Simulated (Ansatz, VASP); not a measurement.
B in VASP and in Ansatz

The input POSCAR:

```
B
1.0
    1.7303855604      0.0000000000      0.0000000000
   -0.8651927802      1.4985578537      0.0000000000
    0.0000000000      0.0000000000     15.7379746631
B
4
Direct
    0.0000000000      0.0000000000      0.0000000000
    0.0000000000      0.0000000000      0.5000000000
    0.3333333333      0.6666666667      0.2500000000
    0.6666666667      0.3333333333      0.7500000000
```

File INCAR.step1:

```
SYSTEM = B
PREC = Accurate
ENCUT = 520
ISMEAR = -1
SIGMA = 0.1
LREAL = .False.
LASPH = .True.
NELM = 80
NBANDS = 14
GGA = PE
ALGO = Normal
EDIFF = 1E-4
LWAVE = .True.
LCHARG = .False.
```

Contents of INCAR.step2:

```
SYSTEM = B
PREC = Accurate
ENCUT = 520
EDIFF = 1E-6
ISMEAR = -1
SIGMA = 0.1
LREAL = .False.
LASPH = .True.
NELM = 80
ALGO = Normal
ISIF = 2
LWAVE = .False.
LCHARG = .False.
METAGGA = R2SCAN
LMIXTAU = .True.
NBANDS = 14
ISTART = 1
```

The input KPOINTS:

```
regular mesh
0
Gamma
  23 23 3
  0 0 0
```

Input for Ansatz:

```yaml
crystal:
  lattice:
    - [1.7303855604, 0.0, 0.0]
    - [-0.8651927802, 1.4985578537, 0.0]
    - [0.0, 0.0, 15.7379746631]
  atoms:
    - { symbol: B, position: [0.0, 0.0, 0.0] }
    - { symbol: B, position: [0.0, 0.0, 0.5] }
    - { symbol: B, position: [0.3333333333, 0.6666666667, 0.25] }
    - { symbol: B, position: [0.6666666667, 0.3333333333, 0.75] }
hamiltonian:
  xc: r2scan
  pseudopotentials:
    kind: paw
    azcp:
      B: "pseudopotentials/B.paw.azcp"
basis:
  ecutwfc: 500
  fft_grid_basis: typed
kpoints:
  mp_grid: { grid: [23, 23, 3], shift: [0, 0, 0] }
magnetization:
  spin_polarized: false
scf:
  occupations: { method: fermi_dirac, width: 0.1 }
  lower_state_search: "off"
output:
  stress: true
  write_density: true
  write_potential: true
  elf: true
  volumetric_format: npy
```

Alike in both runs: task single point; functional r2SCAN; k mesh 23 × 23 × 3; occupations fermi-dirac, width 0.1 eV; no spin polarisation.

|  | VASP | Ansatz |
| --- | --- | --- |
| version | VASP 6.6.1 | Ansatz 0.2.0 |
| potentials or method | VASP PAW PBE potentials, release 64 (B), cutoff 520 eV | plane waves (500 eV) with PAW, scalar-relativistic |
| valence electrons in the cell | 12 | 12 |

Ansatz gave:

```
pressure (GPa)                                                : -7.8
traceless stress, the component that is largest in VASP (GPa) : 6.36
```

Question: What did VASP give for the same quantities?

Answer: Pressure (GPa): -7.8; traceless stress, the component that is largest in VASP (GPa): 6.21.

VASP's potentials were made for PBE, not for r2SCAN.
